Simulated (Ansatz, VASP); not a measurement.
## One calculation of W, two programs

```
CELL_PARAMETERS angstrom
0.00000 2.20763 2.03000
2.03000 0.00000 2.03000
2.03000 2.20763 0.00000
ATOMIC_POSITIONS crystal
W 0.00000 0.00000 0.00000
```

Change from the starting cell: strain +0.0875 x Voigt [0, 1, 0, 0, 0, 0], atoms carried along.

Alike in both runs: task single point; functional PBEsol; k mesh 20 × 20 × 20; occupations gaussian, width 0.15 eV; no spin polarisation.

|  | VASP | Ansatz |
| --- | --- | --- |
| version | VASP 6.6.1 | Ansatz 0.2.0 |
| potentials or method | VASP PAW PBE potentials, release 64 (W_sv), cutoff 520 eV | scalar-relativistic, plane waves, PAW |
| valence electrons in the cell | 14 | 14 |

Ansatz gave:

| Item | Value |
| --- | --- |
| gap on the k mesh at the Fermi level (eV) | none |
| pressure (GPa) | -30.1 |
| traceless stress, the component that is largest in VASP (GPa) | 7.52 |

Which values does VASP return?

gap on the k mesh at the Fermi level (eV): none; pressure (GPa): -29.9; traceless stress, the component that is largest in VASP (GPa): 7.54.

VASP's potentials were made for PBE, not for PBEsol. A gap of «none» marks a metal or a gap that the smearing closes. Both programs put the cell under strong tension, so it lies far from rest at this level.

Neither program's run includes spin-orbit coupling.
